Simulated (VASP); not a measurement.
Input of a VASP 6.6.1 run:

The input POSCAR:

```
BaZrO3
1.0
    4.1815040793      0.0000000000      0.0000000000
    0.0000000000      4.1815040793      0.0000000000
    0.0000000000      0.0000000000      4.1815040793
Ba Zr O
1 1 3
Direct
    0.0000000000      0.0000000000      0.0000000000
    0.5000000000      0.5000000000      0.5000000000
    0.0000000000      0.5000000000      0.5000000000
    0.5000000000      0.5000000000      0.0000000000
    0.5000000000      0.0000000000      0.5000000000
```

The input INCAR.step1:

```
PREC = Accurate
ENCUT = 520
EDIFF = 1E-5
ISMEAR = 0
SIGMA = 0.05
LREAL = F
LASPH = T
NELM = 80
ALGO = Normal
ISIF = 2
LWAVE = T
LCHARG = F
GGA = PE
NBANDS = 28
```

Contents of INCAR.step2:

```
PREC = Accurate
ENCUT = 520
EDIFF = 1E-6
ISMEAR = 0
SIGMA = 0.05
LREAL = F
LASPH = T
NELM = 80
ALGO = Normal
ISIF = 2
LWAVE = F
LCHARG = F
GGA = PE
LHFCALC = T
AEXX = 0.25
HFSCREEN = 0.1
PRECFOCK = Fast
ISTART = 1
NBANDS = 28
```

File KPOINTS:

```
Automatic mesh
0
Gamma
  4 4 4
```

Potentials or basis: VASP PAW PBE potentials, release 64 (Ba_sv, Zr_sv, O).

Launch:

```sh
$ cat potpaw_PBE.64/Ba_sv/POTCAR potpaw_PBE.64/Zr_sv/POTCAR potpaw_PBE.64/O/POTCAR > POTCAR
$ cp INCAR.step1 INCAR
$ mpirun -np 1 vasp_std > vasp.out
$ cp INCAR.step2 INCAR
$ mpirun -np 1 vasp_std > vasp.out
```

Q: Predict the pressure.

A: 2.2 GPa.

Q: What does it give for the band gap on the k mesh?

A: 5.05 eV (least direct gap 5.33 eV).

Caveat: the PAW data sets were made with another functional, which shifts forces and pressure a little; spin-orbit coupling is left out, which moves the levels of the heavy elements. A k mesh can miss the band edges.
